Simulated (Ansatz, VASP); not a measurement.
**One calculation of MnF2, two programs**

```
CELL_PARAMETERS angstrom
4.98290 0.00000 0.00000
0.00000 4.98290 0.00000
0.00000 0.00000 3.36634
ATOMIC_POSITIONS crystal
Mn 0.50000 0.50000 0.50000
Mn 0.00000 0.00000 0.00000
F 0.69458 0.69458 0.00000
F 0.80542 0.19458 0.50000
F 0.30542 0.30542 0.00000
F 0.19458 0.80542 0.50000
```

Alike in both runs: task single point; functional PBE; k mesh 6 × 6 × 8; occupations gaussian, width 0.02 eV; collinear spin; Hubbard terms Mn d U = 3.9 eV.

|  | VASP | Ansatz |
| --- | --- | --- |
| version | VASP 6.6.1 | Ansatz 0.2.0 |
| potentials or method | VASP PAW PBE potentials, release 64 (Mn_pv, F), cutoff 520 eV | scalar-relativistic, plane waves, PAW |
| valence electrons in the cell | 54 | 58 |

```csv
,VASP,Ansatz,Ansatz less VASP
gap on the k mesh at the Fermi level (eV),2.51,2.55,+0.038
least direct gap on the mesh (eV),2.51,2.55,+0.038
pressure (GPa),-0.9,0.0,+0.87
"traceless stress, the component that is largest in VASP (GPa)",-0.19,-0.05,+0.143
net moment per atom (μB),1.67,1.67,0.000
size of the moment on the site where the two differ most (μB),4.70,4.29,-0.405
```

Site moments also hang on the region over which each program counts them. The programs project onto different local orbitals, so the same U acts differently, and such runs can settle in different states. VASP's potentials hold 54 valence electrons a cell and Ansatz's 58, so a difference there can come from the potentials and not from the codes. Ansatz's warnings: saved state not lowest, stability check not made.
